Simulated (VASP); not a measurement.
Here is a VASP 6.6.1 calculation.

The input INCAR:

```
SYSTEM = Sn4P
PREC = Accurate
ENCUT = 520
EDIFF = 1E-6
ISMEAR = 0
SIGMA = 0.1
LREAL = .FALSE.
LASPH = .TRUE.
NELM = 100
ALGO = Normal
ISIF = 2
LWAVE = .FALSE.
LCHARG = .FALSE.
GGA = PE
NBANDS = 38
```

Contents of KPOINTS:

```
Automatic mesh
0
G
  12 12 4
  0 0 0
```

POSCAR

```
Sn4P
1.0
    4.0833819245      0.0000000000      0.0000000000
   -2.0416909622      3.5363124799      0.0000000000
    0.0000000000      0.0000000000      9.3376963767
Sn P
4 1
Direct
    0.6666666667      0.3333333333      0.8339349778
    0.3333333333      0.6666666667      0.1660650222
    0.6666666667      0.3333333333      0.4017717067
    0.3333333333      0.6666666667      0.5982282933
    0.0000000000      0.0000000000      0.0000000000
```

Potentials or basis: VASP PAW PBE potentials, release 64 (Sn_d, P).

Run with:

```bash
$ cat potpaw_PBE.64/Sn_d/POTCAR potpaw_PBE.64/P/POTCAR > POTCAR
$ mpirun -np 1 vasp_std > vasp.out
```

Q: What does it give for the band gap on the k mesh?

A: Zero (an odd number of electrons rules out a gap without spin polarisation).

Q: Estimate the pressure.

A: -0.1 GPa.

Caveat: spin-orbit coupling is left out, which moves the levels of the heavy elements.
